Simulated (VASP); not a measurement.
Input of a VASP 6.6.1 run:

File INCAR:

```
SYSTEM = I
ALGO = Normal
EDIFF = 1E-8
ENCUT = 600
GGA = CA
IBRION = 6
ISIF = 3
ISMEAR = -1
LASPH = .TRUE.
LCHARG = .FALSE.
LREAL = .FALSE.
LWAVE = .FALSE.
NBANDS = 10
NELM = 60
NFREE = 2
NSW = 1
POTIM = 0.015
PREC = Accurate
SIGMA = 0.05
```

KPOINTS

```
k-points
0
G
  7 7 7
  0 0 0
```

POSCAR

```
I
1.0
    0.0000000000      2.3656004428      3.9098401324
    2.1922454667      0.0000000000      3.9098401324
    2.1922454667      2.3656004428      0.0000000000
I
1
Direct
    0.0000000000      0.0000000000      0.0000000000
```

Potentials or basis: VASP PAW LDA potentials, release 64 (I).

Launch:

```bash
$ cat potpaw_LDA.64/I/POTCAR > POTCAR
$ mpirun -np 1 vasp_std > vasp.out
```

Q: Predict the Voigt bulk modulus.

A: 24 GPa.

Clamped-ion elastic tensor (GPa):
```
52 45  0  0  0  0
45 68 -1  0  0  0
 0 -1  6  0  0  0
 0  0  0  4  0  0
 0  0  0  0  3  0
 0  0  0  0  0 17
```

Caveat: the cell is under stress, which shifts elastic constants.
